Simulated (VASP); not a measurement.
Input of a VASP 6.6.1 run:

Contents of INCAR:

```
ALGO = Normal
EDIFF = 1E-6
ENCUT = 520
GGA = PS
ISIF = 2
ISMEAR = -1
LASPH = T
LCHARG = F
LREAL = F
LWAVE = F
NBANDS = 45
NELM = 60
PREC = Accurate
SIGMA = 0.03
```

The input KPOINTS:

```
k-points
0
Gamma
  4 6 4
```

The input POSCAR:

```
ScGa3P4
1.0
    6.4329856183      0.0000000000     -0.0190750382
    0.0000000000      3.8848175362      0.0000000000
   -0.0255981618      0.0000000000      6.8850003234
Sc Ga P
1 3 4
Direct
    0.5026778974      0.0000000000      0.6672384393
    0.4980219885      0.5000000000      0.1710506932
    0.9988946209      0.5000000000      0.8349609683
    0.9984446873      0.0000000000      0.3241705630
    0.1054338282      0.0000000000      0.6604199699
    0.1278400462      0.5000000000      0.1631253293
    0.6338590801      0.5000000000      0.8576948933
    0.6308268513      0.0000000000      0.3213401336
```

Potentials or basis: VASP PAW PBE potentials, release 64 (Sc_sv, Ga_d, P).

The run is started by

```sh
$ cat potpaw_PBE.64/Sc_sv/POTCAR potpaw_PBE.64/Ga_d/POTCAR potpaw_PBE.64/P/POTCAR > POTCAR
$ mpirun -np 1 vasp_std > vasp.out
```

Problem. What does it give for the pressure?

Solution. 0.0 GPa.

Problem. Predict the largest force.

Solution. 0.031 eV/Å.

Problem. Predict the band gap on the k mesh.

Solution. 1.13 eV (least direct gap 1.33 eV).

Forces on the atoms (eV/Å):
```
Sc  -0.004  0.000  0.001
Ga   0.006  0.000 -0.003
Ga  -0.003  0.000 -0.001
Ga  -0.001  0.000  0.000
P   -0.016  0.000  0.000
P    0.000  0.000  0.001
P    0.013  0.000  0.028
P    0.005  0.000 -0.025
```

Caveat: the PAW data sets were made with another functional, which shifts forces and pressure a little. A k mesh can miss the band edges.
